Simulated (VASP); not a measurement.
# BeS in VASP: notebook

Runs on BeS. Level: PBE. Tasks: single point.

Program: VASP 6.6.1. These are calculated values, not measurements. Logs are shortened: lines on timing, memory, paths and dates and some standing lists are left out, and cuts for length are marked.

## Step 1: The cell of the first run

The typed cell holds 2 atoms: a = 3.066 Å, b = 3.075 Å, c = 5.403 Å, α = 90.00°, β = 90.00°, γ = 90.00°.

## Step 2: Single point, PBE

Input file INCAR:

```
  PREC = Accurate
  ENCUT = 600
  EDIFF = 1E-6
  ISMEAR = 0
  SIGMA = 0.15
  LREAL = False
  LASPH = True
  NELM = 120
  ALGO = Normal
  ISIF = 2
  LWAVE = False
  LCHARG = False
  GGA = PE
  NBANDS = 11
  GGA_COMPAT = False
```

Input file KPOINTS:

```
regular mesh
0
Gamma
  7 5 3
```

Input file POSCAR:

```
BeS
1.0
    3.0663653062      0.0000000000      0.0000000000
    0.0000000000      3.0751250348      0.0000000000
    0.0000000000      0.0000000000      5.4033742647
Be S
1 1
Direct
    0.0000000000      0.0000000000      0.5000000000
    0.5000000000      0.5000000000      0.5000000000
```

Potentials or basis: VASP PAW PBE potentials, release 64 (Be, S).

On the command line:

```bash
> cat potpaw_PBE.64/Be/POTCAR potpaw_PBE.64/S/POTCAR > POTCAR
> mpirun -np 1 vasp_std > vasp.out
```

OUTCAR:

```text
PREC = Accurate
   ENCUT = 600
   EDIFF = 1E-6
   ISMEAR = 0
   LREAL = False
   LASPH = True
   NELM = 120
   ISIF = 2
   GGA = PE

 ion  position               nearest neighbor table
   1  0.000  0.000  0.500-   2 2.17   2 2.17   2 2.17   2 2.17
   2  0.500  0.500  0.500-   1 2.17   1 2.17   1 2.17   1 2.17

  LATTYP: Found a simple orthorhombic cell.
 ALAT       =     3.0663653062
 B/A-ratio  =     1.0028567140
 C/A-ratio  =     1.7621430342

  Lattice vectors:

 A1 = (   3.0663653062,   0.0000000000,   0.0000000000)
 A2 = (   0.0000000000,   3.0751250348,   0.0000000000)
 A3 = (   0.0000000000,   0.0000000000,   5.4033742647)

Analysis of symmetry for initial positions (statically):
=====================================================================
 Subroutine PRICEL returns:
 Original cell was already a primitive cell.

 Routine SETGRP: Setting up the symmetry group for a
 simple orthorhombic supercell.

 Subroutine GETGRP returns: Found  8 space group operations
 (whereof  8 operations were pure point group operations)
 out of a pool of  8 trial point group operations.

The static configuration has the point symmetry D_2h.

Analysis of symmetry for dynamics (positions and initial velocities):
=====================================================================
 Subroutine PRICEL returns:
 Original cell was already a primitive cell.

 Routine SETGRP: Setting up the symmetry group for a
 simple orthorhombic supercell.

 Subroutine GETGRP returns: Found  8 space group operations
 (whereof  8 operations were pure point group operations)
 out of a pool of  8 trial point group operations.

The dynamic configuration has the point symmetry D_2h.

 Subroutine INISYM returns: Found  8 space group operations
 (whereof  8 operations are pure point group operations),
 and found     1 'primitive' translations

----------------------------------------------------------------------------------------

                                     Primitive cell

  volume of cell :      50.9509

  direct lattice vectors                    reciprocal lattice vectors
     3.066365306  0.000000000  0.000000000     0.326119004  0.000000000  0.000000000
     0.000000000  3.075125035  0.000000000     0.000000000  0.325190029  0.000000000
     0.000000000  0.000000000  5.403374265     0.000000000  0.000000000  0.185069542

  length of vectors
     3.066365306  3.075125035  5.403374265     0.326119004  0.325190029  0.185069542

  position of ions in fractional coordinates (direct lattice)
     0.000000000  0.000000000  0.500000000
     0.500000000  0.500000000  0.500000000

  ion indices of the primitive-cell ions
   primitive index   ion index
                 1           1
                 2           2

----------------------------------------------------------------------------------------

 KPOINTS: regular mesh

Automatic generation of k-mesh.
 Grid dimensions read from file:
 generate k-points for:    7    5    3

 Generating k-lattice:

  Cartesian coordinates                     Fractional coordinates (reciprocal lattice)
     0.046588429  0.000000000  0.000000000     0.142857143  0.000000000  0.000000000
     0.000000000  0.065038006  0.000000000     0.000000000  0.200000000  0.000000000
     0.000000000  0.000000000  0.061689847     0.000000000  0.000000000  0.333333333

  Length of vectors
     0.046588429  0.065038006  0.061689847

  Shift w.r.t. Gamma in fractional coordinates (k-lattice)
     0.000000000  0.000000000  0.000000000

 Subroutine IBZKPT returns following result:
 ===========================================

 Found     24 irreducible k-points:

 Following reciprocal coordinates:
            Coordinates               Weight
  0.000000  0.000000  0.000000      1.000000
  0.142857  0.000000  0.000000      2.000000
  0.285714  0.000000  0.000000      2.000000
  0.428571  0.000000  0.000000      2.000000
  0.000000  0.200000  0.000000      2.000000
  0.142857  0.200000  0.000000      4.000000
[... 16 lines left out ...]
  0.285714  0.400000  0.333333      8.000000
  0.428571  0.400000  0.333333      8.000000
   k-points           NKPTS =     24   k-points in BZ     NKDIM =     24   number of bands    NBANDS=     11
   number of dos      NEDOS =    301   number of ions     NIONS =      2
   total plane-waves  NPLWV =  32256
   dimension x,y,z NGX =    24 NGY =   28 NGZ =   48
   dimension x,y,z NGXF=    48 NGYF=   56 NGZF=   96
   ions per type =               1   1
   NGX,Y,Z   is equivalent  to a cutoff of  13.01, 15.14, 14.77 a.u.
   NGXF,Y,Z  is equivalent  to a cutoff of  26.02, 30.27, 29.54 a.u.
 SYSTEM =  unknown system
   PREC   = accura    normal or accurate (medium, high low for compatibility)
   ISTART =      0    job   : 0-new  1-cont  2-samecut
   ICHARG =      2    charge: 1-file 2-atom 10-const
   ISPIN  =      1    spin polarized calculation?
   LNONCOLLINEAR =      F non collinear calculations
   LSORBIT =      F    spin-orbit coupling
   LASPH  =      T    aspherical Exc in radial PAW
   ENCUT  =  600.0 eV  44.10 Ry    6.64 a.u.   6.12  6.14 10.79*2*pi/ulx,y,z
   NELM   =    120;   NELMIN=  2; NELMDL= -5     # of ELM steps
   EDIFF  = 0.1E-05   stopping-criterion for ELM
   LREAL  =      F    real-space projection
   EDIFFG = 0.1E-04   stopping-criterion for IOM
   NSW    =      0    number of steps for IOM
   IBRION =     -1    ionic relax: 0-MD 1-quasi-New 2-CG
   NFREE  =      0    steps in history (QN), initial steepest desc. (CG)
   ISIF   =      2    stress and relaxation
   ISYM   =      2    0-nonsym 1-usesym 2-fastsym
   POTIM  = 0.5000    time-step for ionic-motion
   TEBEG  =    0.0;   TEEND  =   0.0 temperature during run
   PSTRESS=    0.0 pullay stress
   NELECT =       8.0000    total number of electrons
   NUPDOWN=      -1.0000    fix difference up-down
   EMIN   =  10.00;   EMAX   =-10.00  energy-range for DOS
   EFERMI =   0.00;   METHOD = LEGACY
   ISMEAR =     0;   SIGMA  =   0.15  broadening in eV -4-tet -1-fermi 0-gaus
   EFERMI_NEDOS =   21; number of points for ismear=-14 and -15
   IALGO  =     38    algorithm
   IMIX   =      4    mixing-type and parameters
     AMIX     =   0.40;   BMIX     =  1.00
     AMIX_MAG =   1.60;   BMIX_MAG =  1.00
  volume/ion in A,a.u.               =      25.48       171.92
  Fermi-wavevector in a.u.,A,eV,Ry     =   0.883190  1.668988 10.612884  0.780025
  Thomas-Fermi vector in A             =   2.003923
   LORBIT       =      0    0 simple, 1 ext, 2 COOP (PROOUT), +10 PAW based schemes
   GGA     = PE    functional components
   LHFCALC =     F    Hartree Fock is set to
   AEXX    =    0.0000 exact exchange contribution
   IVDW    =     0    specifies the selected vdW correction
   LEPSILON=     F    determine dielectric tensor
   LRPA    =     F    only Hartree local field effects (RPA)
 non-spin polarized calculation
 Gauss-broadening in eV      SIGMA  =   0.15
  energy-cutoff  :      600.00
  volume of cell :       50.95
 maximum number of plane-waves:      1725
   NGX = 13   NGY = 13   NGZ = 21

 number of electron       7.9999999 magnetization

 Free energy of the ion-electron system (eV)
  ---------------------------------------------------
  ext. energy  EPLUGINS =         0.00000000
  ---------------------------------------------------
  free energy    TOTEN  =        -8.37417275 eV

  energy without entropy =       -8.37416029  energy(sigma->0) =       -8.37416652

 E-fermi :   1.2908     XC(G=0):  -6.7516

 val. band max:        0.9035450923   @ k =   0.4286   0.0000   0.3333
 cond. band min:       1.6763700348   @ k =   0.4286   0.4000   0.0000
 fundamental gap:      0.7728249424
 Fermi energy:         1.2908112142

 k-point     1 :       0.0000    0.0000    0.0000
  band No.  band energies     occupation
      1     -13.1721      2.00000
      2      -2.8084      2.00000
      3      -0.8717      2.00000
      4      -0.8109      2.00000
      5       3.5659      0.00000
      6       5.9306      0.00000
      7       6.9781      0.00000
      8       8.0961      0.00000
      9      13.2086      0.00000
     10      13.2250      0.00000
     11      13.7612      0.00000

 k-point     2 :       0.1429    0.0000    0.0000
  band No.  band energies     occupation
      1     -12.9795      2.00000
      2      -2.5570      2.00000
      3      -2.1288      2.00000
      4      -0.6236      2.00000
      5       4.0157      0.00000
      6       6.1787      0.00000
      7       7.1258      0.00000
      8       8.4765      0.00000
      9      10.5488      0.00000
     10      12.7152      0.00000
     11      13.5105      0.00000

 k-point     3 :       0.2857    0.0000    0.0000
  band No.  band energies     occupation
      1     -12.4724      2.00000
      2      -4.2430      2.00000
      3      -1.8551      2.00000
      4       0.0685      2.00000
      5       5.0238      0.00000
      6       5.0897      0.00000
      7       6.3477      0.00000
      8       7.6286      0.00000
      9      10.6120      0.00000
     10      12.6663      0.00000
     11      13.4548      0.00000

 k-point     4 :       0.4286    0.0000    0.0000
  band No.  band energies     occupation
      1     -11.9454      2.00000
      2      -5.6895      2.00000
      3      -1.0050      2.00000
      4       0.9018      1.99976
      5       3.3758      0.00000
      6       5.6560      0.00000
      7       6.2911      0.00000
      8       6.7421      0.00000
      9       8.7201      0.00000
     10      12.0805      0.00000
     11      14.7112      0.00000
[... 239 lines left out ...]
 k-point    22 :       0.1429    0.4000    0.3333
  band No.  band energies     occupation
      1     -11.8129      2.00000
      2      -5.3571      2.00000
      3      -1.0949      2.00000
      4      -0.7993      2.00000
      5       3.5230      0.00000
      6       4.6857      0.00000
      7       8.2045      0.00000
      8       8.4746      0.00000
      9      10.6312      0.00000
     10      11.7836      0.00000
     11      12.0656      0.00000

 k-point    23 :       0.2857    0.4000    0.3333
  band No.  band energies     occupation
      1     -11.2048      2.00000
      2      -5.0063      2.00000
      3      -3.2089      2.00000
      4      -0.5501      2.00000
      5       2.8739      0.00000
      6       4.2257      0.00000
      7       8.7720      0.00000
      8       9.5190      0.00000
      9      11.5028      0.00000
     10      11.6925      0.00000
     11      12.8047      0.00000

 k-point    24 :       0.4286    0.4000    0.3333
  band No.  band energies     occupation
      1     -10.5334      2.00000
      2      -4.9410      2.00000
      3      -4.5967      2.00000
      4       0.0152      2.00000
      5       1.7180      0.00006
      6       4.9016      0.00000
      7       7.9334      0.00000
      8       9.1227      0.00000
      9      11.1134      0.00000
     10      12.9421      0.00000
     11      14.0877      0.00000

------------------------ aborting loop because EDIFF is reached ----------------------------------------

  FORCE on cell =-STRESS in cart. coord.  units (eV):
  Direction    XX          YY          ZZ          XY          YZ          ZX
  --------------------------------------------------------------------------------------
  -------------------------------------------------------------------------------------
  Total        0.1481945      0.0155412     -0.0021565      0.0000000      0.0000000      0.0000000
  in kB        4.6600531      0.4887010     -0.0678129      0.0000000      0.0000000      0.0000000
  external PRESSURE =       1.6936471 kB  Pullay stress =       0.0000000 kB

 VOLUME and BASIS-vectors are now :
 -----------------------------------------------------------------------------
  energy-cutoff  :      600.00
  volume of cell :       50.95
      direct lattice vectors                 reciprocal lattice vectors
     3.066365306  0.000000000  0.000000000     0.326119004  0.000000000  0.000000000
     0.000000000  3.075125035  0.000000000     0.000000000  0.325190029  0.000000000
     0.000000000  0.000000000  5.403374265     0.000000000  0.000000000  0.185069542

 POSITION                                       TOTAL-FORCE (eV/Angst)
 -----------------------------------------------------------------------------------
      0.00000      0.00000      2.70169         0.000000      0.000000      0.000000
      1.53318      1.53756      2.70169         0.000000      0.000000      0.000000
 -----------------------------------------------------------------------------------
    total drift:                               -0.000000      0.000000     -0.000000

  FREE ENERGIE OF THE ION-ELECTRON SYSTEM (eV)
  ---------------------------------------------------
  free  energy   TOTEN  =        -8.3741727512 eV

  energy  without entropy=       -8.3741602853  energy(sigma->0) =       -8.37416652
```

It took 8.4 s on 1 thread of Intel Xeon Platinum 8375C at 2.90GHz (Ice Lake), shared host; peak memory 0.17 GiB.

What came out:

```yaml
Free_energy: -8.3742 eV
Pressure: 0.2 GPa
Band_gap_on_the_k_mesh: 0.77 eV, indirect (least direct gap 1.58 eV)
```

Caveat: this functional lacks dispersion, which binds the layers, so the pressure and a relaxed spacing across them are unreliable. A k mesh can miss the band edges.

## Step 3: Single point, PBE

This run uses another cell than the first one, of 11.78 Å³/atom, 0.462 times its volume.

Input file INCAR:

```
SYSTEM = BeS
PREC = Accurate ; ENCUT = 600
EDIFF = 1E-6 ; ISMEAR = 0
SIGMA = 0.15 ; LREAL = .FALSE.
LASPH = .TRUE. ; NELM = 120
ALGO = Normal ; ISIF = 2
LWAVE = .FALSE. ; LCHARG = .TRUE.
GGA = PE ; LELF = .TRUE.
LVHAR = .TRUE. ; NBANDS = 11
GGA_COMPAT = .FALSE.
```

Input file KPOINTS:

```
Automatic mesh
0
G
  5 5 4
  0 0 0
```

Input file POSCAR:

```
BeS
1.0
    3.0205735740      0.0000000000      0.0000000000
    0.0000000000      3.0205735740      0.0000000000
    0.0000000000      0.0000000000      2.5814707473
Be S
1 1
Direct
    0.5000000000      0.5000000000      0.5000000000
    0.0000000000      0.0000000000      0.0000000000
```

Potentials or basis: VASP PAW PBE potentials, release 64 (Be, S).

On the command line:

```bash
> cat potpaw_PBE.64/Be/POTCAR potpaw_PBE.64/S/POTCAR > POTCAR
> mpirun -np 1 vasp_std > vasp.out
```

Wall time 7 s (1 thread of Intel Xeon Platinum 8259CL at 2.50GHz (Skylake/Cascade Lake), shared host); peak memory 0.13 GiB.

Results (log left out):

```
Free energy            : -7.2549 eV
Pressure               : 0.1 GPa
Band gap on the k mesh : zero (band 4 reaches 10.47 eV, above the bottom of band 5 at 7.40 eV)
```

Stress tensor (GPa, compression positive):
```
0.06 0.00 0.00
0.00 0.06 0.00
0.00 0.00 0.22
```

Levels at points of the mesh, in eV from the Fermi level:
```tsv
k point	band 1	band 2	band 3	band 4	band 5	band 6	band 7	band 8	band 9
(0.00, 0.00, 0.00)	-16.97	-3.14	-3.14	0.75	0.93	3.96	7.25	9.88	9.88
(0.00, 0.00, 0.50)	-13.79	-9.19	-0.33	-0.33	2.52	4.65	4.65	6.43	7.83
```

Caveat: the k points lie up to 0.61 Å⁻¹ apart.
